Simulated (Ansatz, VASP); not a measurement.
**Two plane-wave programs on Al2Cu**

```
Al Cu
1.0
    -2.84670    2.84670    2.41381
     2.84670   -2.84670    2.41381
     2.84670    2.84670   -2.41381
Al Cu
4 2
Direct
  0.15932 0.65932 0.81864
  0.65932 0.84068 0.50000
  0.84068 0.34068 0.18136
  0.34068 0.15932 0.50000
  0.75000 0.75000 0.00000
  0.25000 0.25000 0.00000
```

Alike in both runs: task single point; functional PBEsol; k mesh 10 × 10 × 10; occupations gaussian, width 0.15 eV; no spin polarisation.

|  | VASP | Ansatz |
| --- | --- | --- |
| version | VASP 6.6.1 | Ansatz 0.2.0 |
| potentials or method | VASP PAW PBE potentials, release 64 (Al, Cu), cutoff 520 eV | scalar-relativistic, plane waves, PAW |
| valence electrons in the cell | 34 | 50 |

|  | VASP | Ansatz | Ansatz less VASP |
| --- | --- | --- | --- |
| gap on the k mesh at the Fermi level (eV) | none | none | - |
| pressure (GPa) | 14.4 | 14.4 | -0.05 |
| traceless stress, the component that is largest in VASP (GPa) | -6.10 | -6.18 | -0.071 |
| rms of the force components (eV/Å) | 0.058 | 0.058 | +0.0002 |

VASP's potentials were made for PBE, not for PBEsol, and Ansatz warns of the same on its side. Atom by atom the forces differ by 0.000 eV/Å (rms over components). A gap of «none» marks a metal or a gap that the smearing closes. The functional is the same, so the differences come from potentials, cutoffs and numerics. VASP's potentials hold 34 valence electrons a cell and Ansatz's 50, so a difference there can come from the potentials and not from the codes.
